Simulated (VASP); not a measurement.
Write the native input for VASP 6.6.1 that does the following.

| Quantity | Value |
| --- | --- |
| Task | single point |
| Functional | PBEsol |
| Potentials or basis | VASP PAW PBE potentials, release 64 (Hf_pv, O) |
| Cutoff | 520 eV |
| k mesh | 8 × 8 × 5 |
| Occupations | fermi-dirac, width 0.05 eV |
| Spin | no spin polarisation |
| Dipole correction | no |
| Further INCAR settings | ALGO = Normal; EDIFF = 1e-07; NBANDS = 31 |

The structure of HfO2 lies in POSCAR:

```
HfO2
1.0
    3.5580193300      0.0000000000      0.0000000000
    0.0000000000      3.5580193300      0.0000000000
    0.0000000000      0.0000000000      5.1718612100
Hf O
2 4
Direct
    0.0000000000      0.0000000000      0.0000000000
    0.5000000000      0.5000000000      0.5000000000
    0.0000000000      0.5000000000      0.1972078800
    0.5000000000      0.0000000000      0.3027921200
    0.5000000000      0.0000000000      0.8027921200
    0.0000000000      0.5000000000      0.6972078800
```

These files were run (other wordings do the same):

INCAR

```
PREC = Accurate
ENCUT = 520
EDIFF = 1E-7
ISMEAR = -1
SIGMA = 0.05
LREAL = False
LASPH = True
NELM = 80
ALGO = Normal
ISIF = 2
LWAVE = False
LCHARG = False
GGA = PS
NBANDS = 31
```

KPOINTS

```
Automatic mesh
0
Gamma
  8 8 5
```

Potentials or basis: VASP PAW PBE potentials, release 64 (Hf_pv, O).

Run with:

```console
$ cat potpaw_PBE.64/Hf_pv/POTCAR potpaw_PBE.64/O/POTCAR > POTCAR
$ mpirun -np 1 vasp_std > vasp.out
```

It gave:

The pressure is -1.4 GPa. The largest force is 0.062 eV/Å and the band gap on the k mesh is 4.64 eV, indirect (least direct gap 4.71 eV).

Caveat: the PAW data sets were made with another functional, which shifts forces and pressure a little; spin-orbit coupling is left out, which moves the levels of the heavy elements.

It took 40 s on 1 thread of Intel(R) Xeon(R) 6975P-C (Granite Rapids), on a shared host, peak memory 0.22 GiB.
